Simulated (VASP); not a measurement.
Write the native input for VASP 6.6.1 that does the following.

```yaml
Task: single point
Functional: r2SCAN
Potentials_or_basis: VASP PAW PBE potentials, release 64 (Ca_sv, S, Ba_sv)
Cutoff: 520 eV
k_mesh: 6 × 6 × 4
Occupations: gaussian, width 0.01 eV
Spin: no spin polarisation
Dipole_correction: no
Further_INCAR_settings: ALGO = Normal; EDIFF = 1e-06; NBANDS = 24
```

The system is BaCaS2.

```
Ca S Ba
1.0
     4.41876    0.00000    0.00000
     0.00000    4.41876    0.00000
     0.00000    0.00000    6.23864
Ca S Ba
1 2 1
Direct
  0.00000 0.00000 0.00000
  0.00000 0.00000 0.50000
  0.50000 0.50000 0.00000
  0.50000 0.50000 0.50000
```

This cell differs from its parent crystal: volume changed by +6%.

The input as run:

POSCAR

```
BaCaS2
1.0
    4.4187620114      0.0000000000      0.0000000000
    0.0000000000      4.4187620114      0.0000000000
    0.0000000000      0.0000000000      6.2386397262
Ca S Ba
1 2 1
Direct
    0.0000000000      0.0000000000      0.0000000000
    0.0000000000      0.0000000000      0.5000000000
    0.5000000000      0.5000000000      0.0000000000
    0.5000000000      0.5000000000      0.5000000000
```

INCAR.step1

```
ALGO = Normal
EDIFF = 1E-4
ENCUT = 520
GGA = PE
ISMEAR = 0
LASPH = True
LCHARG = False
LREAL = False
LWAVE = True
NBANDS = 24
NELM = 60
PREC = Accurate
SIGMA = 0.01
```

INCAR.step2

```
ALGO = Normal
EDIFF = 1E-6
ENCUT = 520
ISIF = 2
ISMEAR = 0
ISTART = 1
LASPH = True
LCHARG = False
LMIXTAU = True
LREAL = False
LWAVE = False
METAGGA = R2SCAN
NBANDS = 24
NELM = 60
PREC = Accurate
SIGMA = 0.01
```

KPOINTS

```
k-points
0
Gamma
  6 6 4
```

Potentials or basis: VASP PAW PBE potentials, release 64 (Ca_sv, S, Ba_sv).

The run is started by

```sh
$ cat potpaw_PBE.64/Ca_sv/POTCAR potpaw_PBE.64/S/POTCAR potpaw_PBE.64/Ba_sv/POTCAR > POTCAR
$ cp INCAR.step1 INCAR
$ mpirun -np 1 vasp_std > vasp.out
$ cp INCAR.step2 INCAR
$ mpirun -np 1 vasp_std > vasp.out
```

It gave:

The pressure is -2.2 GPa and the band gap on the k mesh is 2.65 eV, direct.

Caveat: the PAW data sets were made with another functional, which shifts forces and pressure a little; spin-orbit coupling is left out, which moves the levels of the heavy elements.

Run time: 5.5 min on 1 thread of Oxide Virtual Turin-like Processor (shared host), peak memory 0.28 GiB.
